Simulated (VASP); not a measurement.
# BiB (Fmm2) in VASP: further runs

BiB is run at these levels: LDA; tasks: single point, relaxation of cell and atoms.

Everything below comes from runs of VASP 6.6.1. Logs are shortened: lines on timing, memory, paths and dates and some standing lists are left out, and cuts for length are marked.

### 1 The cell of the first run

Symmetry: Fmm2, No. 42, orthorhombic system. The conventional cell has a = 3.498 Å, b = 9.769 Å, c = 6.054 Å, α = 90.00°, β = 90.00°, γ = 90.00°. B (site symmetry mm2) has 3 Bi at 2.02 Å within 2.7 Å. Bi (site symmetry mm2) has 3 B at 2.02 Å within 2.7 Å.

### 2 Single point, LDA

File INCAR:

```
PREC = Accurate ; ENCUT = 520
EDIFF = 1E-6 ; ISMEAR = 0
SIGMA = 0.1 ; LREAL = False
LASPH = True ; NELM = 100
ALGO = Normal ; ISIF = 2
LWAVE = False ; LCHARG = False
NBANDS = 16
```

File KPOINTS:

```
regular mesh
0
Gamma
  6 6 6
```

File POSCAR:

```
BiB
1.0
    0.0000000000      4.8844219921      3.0269378231
    1.7490549217      0.0000000000      3.0269378231
    1.7490549217      4.8844219921      0.0000000000
B Bi
1 1
Direct
    0.0000486500      0.0000486500      0.9999513500
    0.6666513400      0.6666513400      0.3333486600
```

Potentials or basis: VASP PAW LDA potentials, release 64 (B, Bi_d).

The run is started by

```bash
$ cat potpaw_LDA.64/B/POTCAR potpaw_LDA.64/Bi_d/POTCAR > POTCAR
$ mpirun -np 1 vasp_std > vasp.out
```

OUTCAR:

```text
PREC = Accurate
   ENCUT = 520
   EDIFF = 1E-6
   ISMEAR = 0
   LREAL = False
   LASPH = True
   NELM = 100
   ISIF = 2

 ion  position               nearest neighbor table
   1  0.000  0.000  1.000-   2 2.02   2 2.02   2 2.02
   2  0.667  0.667  0.333-   1 2.02   1 2.02   1 2.02

  LATTYP: Found a face centered orthorhombic cell.
 ALAT       =     3.4981098434
 B/A-ratio  =     1.7306133647
 C/A-ratio  =     2.7926064136

  Lattice vectors:

 A1 = (   0.0000000000,   4.8844219921,   3.0269378231)
 A2 = (  -1.7490549217,   4.8844219921,   0.0000000000)
 A3 = (  -1.7490549217,   0.0000000000,   3.0269378231)

Analysis of symmetry for initial positions (statically):
=====================================================================
 Subroutine PRICEL returns:
 Original cell was already a primitive cell.

 Routine SETGRP: Setting up the symmetry group for a
 face centered orthorhombic supercell.

 Subroutine GETGRP returns: Found  4 space group operations
 (whereof  4 operations were pure point group operations)
 out of a pool of  8 trial point group operations.

The static configuration has the point symmetry C_2v.

Analysis of symmetry for dynamics (positions and initial velocities):
=====================================================================
 Subroutine PRICEL returns:
 Original cell was already a primitive cell.

 Routine SETGRP: Setting up the symmetry group for a
 face centered orthorhombic supercell.

 Subroutine GETGRP returns: Found  4 space group operations
 (whereof  4 operations were pure point group operations)
 out of a pool of  8 trial point group operations.

The dynamic configuration has the point symmetry C_2v.

 Subroutine INISYM returns: Found  4 space group operations
 (whereof  4 operations are pure point group operations),
 and found     1 'primitive' translations

----------------------------------------------------------------------------------------

                                     Primitive cell

  volume of cell :      51.7190

  direct lattice vectors                    reciprocal lattice vectors
     0.000000000  4.884421992  3.026937823    -0.285868668  0.102366258  0.165183439
     1.749054922  0.000000000  3.026937823     0.285868668 -0.102366258  0.165183439
     1.749054922  4.884421992  0.000000000     0.285868668  0.102366258 -0.165183439

  length of vectors
     5.746297137  3.495932737  5.188137558     0.345666479  0.345666479  0.345666479

  position of ions in fractional coordinates (direct lattice)
     0.000048650  0.000048650  0.999951350
     0.666651340  0.666651340  0.333348660

  ion indices of the primitive-cell ions
   primitive index   ion index
                 1           1
                 2           2

----------------------------------------------------------------------------------------

 KPOINTS: regular mesh

Automatic generation of k-mesh.
 Grid dimensions read from file:
 generate k-points for:    6    6    6

 Generating k-lattice:

  Cartesian coordinates                     Fractional coordinates (reciprocal lattice)
    -0.047644778  0.017061043  0.027530573     0.166666667  0.000000000 -0.000000000
     0.047644778 -0.017061043  0.027530573     0.000000000  0.166666667  0.000000000
     0.047644778  0.017061043 -0.027530573    -0.000000000  0.000000000  0.166666667

  Length of vectors
     0.057611080  0.057611080  0.057611080

  Shift w.r.t. Gamma in fractional coordinates (k-lattice)
     0.000000000  0.000000000  0.000000000

 Subroutine IBZKPT returns following result:
 ===========================================

 Found     46 irreducible k-points:

 Following reciprocal coordinates:
            Coordinates               Weight
  0.000000  0.000000  0.000000      1.000000
  0.166667  0.000000  0.000000      8.000000
  0.333333 -0.000000  0.000000      8.000000
  0.500000  0.000000 -0.000000      4.000000
  0.166667  0.166667  0.000000      2.000000
  0.333333  0.166667  0.000000      8.000000
[... 16 lines left out ...]
 -0.166667  0.166667  0.166667      8.000000
  0.500000  0.333333  0.166667      4.000000
 [... further k-points ...]
   k-points           NKPTS =     46   k-points in BZ     NKDIM =     46   number of bands    NBANDS=     16
   number of dos      NEDOS =    301   number of ions     NIONS =      2
   total plane-waves  NPLWV =  53760
   dimension x,y,z NGX =    48 NGY =   28 NGZ =   40
   dimension x,y,z NGXF=    96 NGYF=   56 NGZF=   80
   ions per type =               1   1
   NGX,Y,Z   is equivalent  to a cutoff of  13.89, 13.32, 12.82 a.u.
   NGXF,Y,Z  is equivalent  to a cutoff of  27.77, 26.63, 25.63 a.u.
 SYSTEM =  unknown system
   PREC   = accura    normal or accurate (medium, high low for compatibility)
   ISTART =      0    job   : 0-new  1-cont  2-samecut
   ICHARG =      2    charge: 1-file 2-atom 10-const
   ISPIN  =      1    spin polarized calculation?
   LNONCOLLINEAR =      F non collinear calculations
   LSORBIT =      F    spin-orbit coupling
   LASPH  =      T    aspherical Exc in radial PAW
   ENCUT  =  520.0 eV  38.22 Ry    6.18 a.u.  10.68  6.50  9.65*2*pi/ulx,y,z
   NELM   =    100;   NELMIN=  2; NELMDL= -5     # of ELM steps
   EDIFF  = 0.1E-05   stopping-criterion for ELM
   LREAL  =      F    real-space projection
   EDIFFG = 0.1E-04   stopping-criterion for IOM
   NSW    =      0    number of steps for IOM
   IBRION =     -1    ionic relax: 0-MD 1-quasi-New 2-CG
   NFREE  =      0    steps in history (QN), initial steepest desc. (CG)
   ISIF   =      2    stress and relaxation
   ISYM   =      2    0-nonsym 1-usesym 2-fastsym
   POTIM  = 0.5000    time-step for ionic-motion
   TEBEG  =    0.0;   TEEND  =   0.0 temperature during run
   PSTRESS=    0.0 pullay stress
   NELECT =      18.0000    total number of electrons
   NUPDOWN=      -1.0000    fix difference up-down
   EMIN   =  10.00;   EMAX   =-10.00  energy-range for DOS
   EFERMI =   0.00;   METHOD = LEGACY
   ISMEAR =     0;   SIGMA  =   0.10  broadening in eV -4-tet -1-fermi 0-gaus
   EFERMI_NEDOS =   21; number of points for ismear=-14 and -15
   IALGO  =     38    algorithm
   IMIX   =      4    mixing-type and parameters
     AMIX     =   0.40;   BMIX     =  1.00
     AMIX_MAG =   1.60;   BMIX_MAG =  1.00
  volume/ion in A,a.u.               =      25.86       174.51
  Fermi-wavevector in a.u.,A,eV,Ry     =   1.151549  2.176111 18.042200  1.326064
  Thomas-Fermi vector in A             =   2.288206
   LORBIT       =      0    0 simple, 1 ext, 2 COOP (PROOUT), +10 PAW based schemes
   GGA     = CA    functional components
   LHFCALC =     F    Hartree Fock is set to
   AEXX    =    0.0000 exact exchange contribution
   IVDW    =     0    specifies the selected vdW correction
   LEPSILON=     F    determine dielectric tensor
   LRPA    =     F    only Hartree local field effects (RPA)
 non-spin polarized calculation
 Gauss-broadening in eV      SIGMA  =   0.10
  energy-cutoff  :      520.00
  volume of cell :       51.72
 maximum number of plane-waves:      1419
 NGX is ok and might be reduce to    48
   NGX = 21   NGY = 13   NGZ = 19

 number of electron      18.0000001 magnetization

 Free energy of the ion-electron system (eV)
  ---------------------------------------------------
  ext. energy  EPLUGINS =         0.00000000
  ---------------------------------------------------
  free energy    TOTEN  =        -8.46887527 eV

  energy without entropy =       -8.46706564  energy(sigma->0) =       -8.46797046

 E-fermi :   4.4538     XC(G=0):  -8.7480

 val. band max:        4.3951074245   @ k =  -0.3333   0.3333  -0.0000
 cond. band min:       4.5141181695   @ k =  -0.1667   0.3333   0.1667
 fundamental gap:      0.1190107450
 Fermi energy:         4.4538195319

 k-point     1 :       0.0000    0.0000    0.0000
  band No.  band energies     occupation
      1     -18.9506      2.00000
      2     -18.9504      2.00000
      3     -18.9060      2.00000
      4     -18.5858      2.00000
      5     -18.5857      2.00000
      6     -10.2845      2.00000
[... 8 lines left out ...]
     15      13.3631      0.00000
     16      16.7916      0.00000

 k-point     2 :       0.1667    0.0000    0.0000
  band No.  band energies     occupation
      1     -18.9531      2.00000
      2     -18.8893      2.00000
      3     -18.8607      2.00000
      4     -18.6093      2.00000
      5     -18.5907      2.00000
      6      -9.8879      2.00000
[... 8 lines left out ...]
     15      14.5524      0.00000
     16      16.3438      0.00000

 k-point     3 :       0.3333   -0.0000    0.0000
  band No.  band energies     occupation
      1     -18.9695      2.00000
      2     -18.7640      2.00000
      3     -18.7602      2.00000
      4     -18.6557      2.00000
      5     -18.6004      2.00000
      6      -8.7482      2.00000
[... 8 lines left out ...]
     15      14.5291      0.00000
     16      15.5505      0.00000

 k-point     4 :       0.5000    0.0000   -0.0000
  band No.  band energies     occupation
      1     -18.9786      2.00000
      2     -18.7099      2.00000
      3     -18.6997      2.00000
      4     -18.6787      2.00000
      5     -18.6053      2.00000
      6      -7.6819      2.00000
[... 8 lines left out ...]
     15      15.0820      0.00000
     16      15.3508      0.00000
[... 324 lines left out ...]
 k-point    22 :      -0.3333    0.1667    0.1667
  band No.  band energies     occupation
      1     -18.9189      2.00000
      2     -18.7686      2.00000
      3     -18.7021      2.00000
      4     -18.6675      2.00000
      5     -18.6167      2.00000
      6      -7.8230      2.00000
[... 8 lines left out ...]
     15      13.8585      0.00000
     16      15.5307      0.00000

 k-point    23 :      -0.1667    0.1667    0.1667
  band No.  band energies     occupation
      1     -18.9187      2.00000
      2     -18.7685      2.00000
      3     -18.7027      2.00000
      4     -18.6673      2.00000
      5     -18.6169      2.00000
      6      -7.8464      2.00000
[... 8 lines left out ...]
     15      15.0022      0.00000
     16      16.0348      0.00000

 k-point    24 :       0.5000    0.3333    0.1667
  band No.  band energies     occupation
      1     -18.9690      2.00000
      2     -18.7635      2.00000
      3     -18.7608      2.00000
      4     -18.6558      2.00000
      5     -18.6005      2.00000
      6      -8.7468      2.00000
[... 8 lines left out ...]
     15      14.4976      0.00000
     16      15.0546      0.00000

 [... further k-points ...]

------------------------ aborting loop because EDIFF is reached ----------------------------------------

  FORCE on cell =-STRESS in cart. coord.  units (eV):
  Direction    XX          YY          ZZ          XY          YZ          ZX
  --------------------------------------------------------------------------------------
  -------------------------------------------------------------------------------------
  Total       10.7807246     -0.4135961     10.7943033      0.0000000      0.0000000      0.0000000
  in kB      333.9707365    -12.8125888    334.3913843      0.0000000      0.0000000      0.0000000
  external PRESSURE =     218.5165107 kB  Pullay stress =       0.0000000 kB

 VOLUME and BASIS-vectors are now :
 -----------------------------------------------------------------------------
  energy-cutoff  :      520.00
  volume of cell :       51.72
      direct lattice vectors                 reciprocal lattice vectors
     0.000000000  4.884421992  3.026937823    -0.285868668  0.102366258  0.165183439
     1.749054922  0.000000000  3.026937823     0.285868668 -0.102366258  0.165183439
     1.749054922  4.884421992  0.000000000     0.285868668  0.102366258 -0.165183439

 POSITION                                       TOTAL-FORCE (eV/Angst)
 -----------------------------------------------------------------------------------
      1.74905      4.88442      0.00029         0.000000      0.000000      0.021375
      1.74905      4.88442      4.03582         0.000000      0.000000     -0.021375
 -----------------------------------------------------------------------------------
    total drift:                                0.000007      0.000009     -0.000023

  FREE ENERGIE OF THE ION-ELECTRON SYSTEM (eV)
  ---------------------------------------------------
  free  energy   TOTEN  =        -8.4688752686 eV

  energy  without entropy=       -8.4670656446  energy(sigma->0) =       -8.46797046
```

It took 29 s on 1 thread of Intel Xeon Platinum 8559C (Emerald Rapids), shared host; peak memory 0.2 GiB.

What came out:

```yaml
Free_energy: -8.4689 eV
Pressure: 21.9 GPa
Largest_force: 0.021 eV/Å
Band_gap_on_the_k_mesh: 0.12 eV, indirect (least direct gap 0.23 eV)
```

Forces in eV/Å, atoms in the order of the input:
```
B    0.000  0.000  0.021
Bi   0.000  0.000 -0.021
```

Caveat: spin-orbit coupling is left out, which moves the levels of the heavy elements. A k mesh can miss the band edges.

### 3 Single point, LDA

This run uses another cell than the first one, of 24.05 Å³/atom, 0.930 times its volume.

File INCAR:

```
SYSTEM = BiB
  PREC = Accurate
  ENCUT = 520
  EDIFF = 1E-7
  ISMEAR = 0
  SIGMA = 0.1
  LREAL = .False.
  LASPH = .True.
  NELM = 100
  ALGO = Normal
  ISIF = 2
  LWAVE = .False.
  LCHARG = .True.
  GGA = CA
  LELF = .True.
  LVHAR = .True.
  NBANDS = 16
```

File KPOINTS:

```
regular mesh
0
Gamma
  8 8 8
  0 0 0
```

File POSCAR:

```
BiB
1.0
    0.0000000000      3.8181981189      3.2978210145
    1.9096423084      0.0000000000      3.2978210145
    1.9096423084      3.8181981189      0.0000000000
B Bi
1 1
Direct
   -0.0001457269     -0.0001457269      1.0001457269
    0.6668457169      0.6668457169      0.3331542831
```

Potentials or basis: VASP PAW LDA potentials, release 64 (B, Bi_d).

The run is started by

```bash
$ cat potpaw_LDA.64/B/POTCAR potpaw_LDA.64/Bi_d/POTCAR > POTCAR
$ mpirun -np 1 vasp_std > vasp.out
```

Wall time 44 s (1 thread of Intel Xeon Platinum 8559C (Emerald Rapids), shared host); peak memory 0.2 GiB.

Results (log left out):

```
Free energy            : -9.4110 eV
Pressure               : 0.1 GPa
Band gap on the k mesh : zero (band 9 reaches 5.63 eV, above the bottom of band 10 at 5.17 eV)
```

Stress tensor (GPa, compression positive):
```
 0.54  0.00  0.00
 0.00 -0.08  0.00
 0.00  0.00 -0.13
```

Levels at points of the mesh, in eV from the Fermi level:
```csv
k point,band 7,band 8,band 9,band 10,band 11,band 12
"(0.00, 0.00, 0.00)",-2.07,-1.52,-1.34,0.46,3.34,4.04
"(0.50, 0.00, 0.00)",-8.06,-3.57,-1.48,0.57,1.08,5.92
"(0.50, 0.50, 0.00)",-8.23,-3.42,0.23,1.29,1.69,5.29
"(0.50, 0.00, 0.50)",-5.22,-1.61,-1.44,0.25,3.75,4.26
"(0.00, 0.50, 0.50)",-7.82,-3.74,-2.76,-0.23,0.73,7.31
```

Caveat: spin-orbit coupling is left out, which moves the levels of the heavy elements.

### 4 Relaxation of cell and atoms, LDA

File INCAR:

```
ALGO = Normal
EDIFF = 1E-6
EDIFFG = -0.05
ENCUT = 600
IBRION = 2
ISIF = 3
ISMEAR = 0
LASPH = T
LCHARG = F
LREAL = F
LWAVE = F
NELM = 100
NSW = 100
PREC = Accurate
SIGMA = 0.1
```

File KPOINTS:

```
k-points
0
Gamma
  8 8 8
```

File POSCAR:

```
BiB
1.0
    0.0000000000      4.8844219921      3.0269378231
    1.7490549217      0.0000000000      3.0269378231
    1.7490549217      4.8844219921      0.0000000000
B Bi
1 1
Direct
    0.0000486500      0.0000486500      0.9999513500
    0.6666513400      0.6666513400      0.3333486600
```

The run is started by

```bash
$ cat potpaw_LDA.64/B/POTCAR potpaw_LDA.64/Bi_d/POTCAR > POTCAR
$ mpirun -np 1 vasp_std > vasp.out
```

Wall time 9 min (1 thread of Intel Xeon Platinum 8559C (Emerald Rapids), shared host); peak memory 0.26 GiB.

The run converged. Its results:

```
Free energy                            : -9.4111 eV
Relaxed volume                         : 23.79 Å³/atom
Relaxed cell                           : a = 5.003 Å, b = 3.809 Å, c = 4.228 Å, α = 76.79°, β = 47.84°, γ = 55.37°
Space group after relaxing (to 0.05 Å) : Fmm2 (No. 42)
Energy gained by relaxing              : 457.3 meV/atom
Ionic steps                            : 16
Pressure after relaxing                : 0.0 GPa
Largest force after relaxing           : 0.006 eV/Å
Band gap on the k mesh                 : zero (band 9 reaches 5.85 eV, above the bottom of band 10 at 5.26 eV)
```

Forces on the atoms (eV/Å):
```
B    0.000  0.000 -0.006
Bi   0.000  0.000  0.006
```

The path:
| step | energy change (eV) | largest force (eV/Å) | pressure (GPa) | volume (Å³) |
| --- | --- | --- | --- | --- |
| 1 | 0.0000 | 0.0305 | 21.91 | 51.72 |
| 2 | 0.3294 | 0.0447 | -8.53 | 81.45 |
| 3 | -0.8391 | 0.0054 | -1.77 | 62.53 |
| 4 | -0.8467 | 0.0051 | -0.77 | 61.70 |
| 5 | -0.8475 | 0.0050 | -0.32 | 61.35 |
| 6 | -0.8502 | 0.0045 | -0.34 | 60.90 |
| 7 | -0.8583 | 0.0333 | -0.33 | 59.54 |
| 8 | -0.8753 | 0.0852 | -0.36 | 56.83 |
| 9 | -0.9064 | 0.1279 | -0.22 | 51.41 |
| 10 | -0.8229 | 0.2130 | 3.54 | 40.56 |
| 11 | -0.9116 | 0.1228 | -0.14 | 49.89 |
| 12 | -0.9138 | 0.1103 | 0.17 | 47.74 |
| 13 | -0.8901 | 0.6629 | -1.25 | 47.50 |
| 14 | -0.9144 | 0.0036 | -0.11 | 47.71 |
| 15 | -0.9101 | 0.0174 | 0.25 | 47.06 |
| 16 | -0.9147 | 0.0057 | -0.05 | 47.58 |

Final structure:
```
CELL_PARAMETERS angstrom
0.00000 3.76810 3.29071
1.91872 0.00000 3.29071
1.91872 3.76810 0.00000
ATOMIC_POSITIONS crystal
B 0.00011 0.00011 0.99989
Bi 0.66659 0.66659 0.33341
```

Levels at points of the mesh, in eV from the Fermi level:
| k point | band 6 | band 7 | band 8 | band 9 | band 10 | band 11 | band 12 | band 13 |
| --- | --- | --- | --- | --- | --- | --- | --- | --- |
| (0.00, 0.00, 0.00) | -14.00 | -1.96 | -1.52 | -1.38 | 0.42 | 3.46 | 4.00 | 4.37 |
| (0.50, 0.00, 0.00) | -11.93 | -8.07 | -3.56 | -1.50 | 0.55 | 1.08 | 5.95 | 7.40 |
| (0.50, 0.50, 0.00) | -12.12 | -8.25 | -3.47 | 0.32 | 1.20 | 1.69 | 5.34 | 6.43 |
| (0.50, 0.00, 0.50) | -13.46 | -5.29 | -1.68 | -1.43 | 0.17 | 3.66 | 4.27 | 4.88 |
| (0.00, 0.50, 0.50) | -11.65 | -7.80 | -3.82 | -2.82 | -0.27 | 0.60 | 7.36 | 7.68 |

Caveat: spin-orbit coupling is left out, which moves the levels of the heavy elements; the relaxation stopped at a loose force limit of 0.05 eV/Å, so its end isn't a converged minimum.

### 5 Overview

```csv
task,cell,k mesh,cutoff (eV),gap on the mesh (eV),pressure (GPa),largest force (eV/Å)
single point,"a = 5.746, b = 3.496, c = 5.188 Å, angles 80.3, 36.8, 62.9°, 2 atoms",6 × 6 × 6,520,0.12,21.9,0.02
single point,"a = 5.045, b = 3.811, c = 4.269 Å, angles 77.0, 47.4, 55.6°, 2 atoms",8 × 8 × 8,520,none,0.1,-
relaxation of cell and atoms,"relaxed from a = 5.746, b = 3.496, c = 5.188 Å, angles 80.3, 36.8, 62.9°, 2 atoms",8 × 8 × 8,600,none,0.0,0.01
```

Alike in all rows: level LDA; potentials or basis VASP PAW LDA potentials, release 64 (B, Bi_d); no spin polarisation; smearing gaussian 0.1 eV.

Caveats: spin-orbit coupling is left out, which moves the levels of the heavy elements; the relaxation stopped at a loose force limit of 0.05 eV/Å, so its end isn't a converged minimum (some runs).

Absolute energies hang on the potentials; compare differences alone.
